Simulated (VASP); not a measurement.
Set up this calculation in VASP 6.6.1, as the native input.

```yaml
Task: single point
Functional: PBE
Potentials_or_basis: VASP PAW PBE potentials, release 64 (Cd, Te)
Cutoff: 500 eV
k_mesh: 6 × 6 × 6
Occupations: fermi-dirac, width 0.02 eV
Spin: no spin polarisation
Dipole_correction: no
Further_INCAR_settings: ALGO = Normal; EDIFF = 1e-06; NBANDS = 16
```

The structure of CdTe lies in POSCAR:

```
CdTe
1.0
    0.0000000000      3.1616838793      3.1616838793
    3.1616838793      0.0000000000      3.1616838793
    3.1616838793      3.1616838793      0.0000000000
Cd Te
1 1
Direct
    0.0000000000      0.0000000000      0.0000000000
    0.2500000000      0.2500000000      0.2500000000
```

The input as run:

INCAR

```
ALGO = Normal ; EDIFF = 1E-6
ENCUT = 500 ; GGA = PE
GGA_COMPAT = F ; ISIF = 2
ISMEAR = -1 ; LASPH = T
LCHARG = F ; LREAL = F
LWAVE = F ; NBANDS = 16
NELM = 120 ; PREC = Accurate
SIGMA = 0.02
```

KPOINTS

```
k-points
0
Gamma
  6 6 6
```

Potentials or basis: VASP PAW PBE potentials, release 64 (Cd, Te).

The run is started by

```sh
$ cat potpaw_PBE.64/Cd/POTCAR potpaw_PBE.64/Te/POTCAR > POTCAR
$ mpirun -np 1 vasp_std > vasp.out
```

It gave:

The pressure is 6.9 GPa and the band gap on the k mesh is 1.00 eV.

Caveat: the cell stands under pressure; spin-orbit coupling is left out, which moves the levels of the heavy elements.

Wall time 26 s on 1 thread of Intel Xeon 8259CL (shared host), peak memory 0.2 GiB.
